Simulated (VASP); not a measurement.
Wanted: the native input for a VASP 6.6.1 run.

```
Task                   : single point
Functional             : PBE
Potentials or basis    : VASP PAW PBE potentials, release 64 (Si)
Cutoff                 : 520 eV
k mesh                 : 6 × 6 × 6
Occupations            : gaussian, width 0.1 eV
Spin                   : no spin polarisation
Dipole correction      : no
Further INCAR settings : ALGO = Normal; EDIFF = 1e-06; NBANDS = 8
```

The structure of Si lies in POSCAR:

```
Si
1.0
    2.6409522191      0.0000000000      0.0000000000
   -1.3204761095      2.2871317119      0.0000000000
    0.0000000000      0.0000000000      2.5261626405
Si
1
Direct
    0.0000000000      0.0000000000      0.0000000000
```

This isn't the form of Si at room conditions, which is diamond.

One way to write it, as run:

INCAR

```
SYSTEM = Si
PREC = Accurate
ENCUT = 520
EDIFF = 1E-6
ISMEAR = 0
SIGMA = 0.1
LREAL = .False.
LASPH = .True.
NELM = 80
ALGO = Normal
ISIF = 2
LWAVE = .False.
LCHARG = .True.
GGA = PE
LELF = .True.
LVHAR = .True.
NBANDS = 8
```

KPOINTS

```
regular mesh
0
Gamma
  6 6 6
  0 0 0
```

Potentials or basis: VASP PAW PBE potentials, release 64 (Si).

Launch:

```console
$ cat potpaw_PBE.64/Si/POTCAR > POTCAR
$ mpirun -np 1 vasp_std > vasp.out
```

It gave:

The pressure is -0.1 GPa and the band gap on the k mesh is zero (bands 2 and 3 overlap by 11.59 eV).

Caveat: the k points lie up to 0.46 Å⁻¹ apart, too coarse for converged energies and pressures of a metal.

Wall time 2.3 s on 1 thread of AMD EPYC 7R13 Processor (Zen 3) (shared host), peak memory 0.09 GiB.
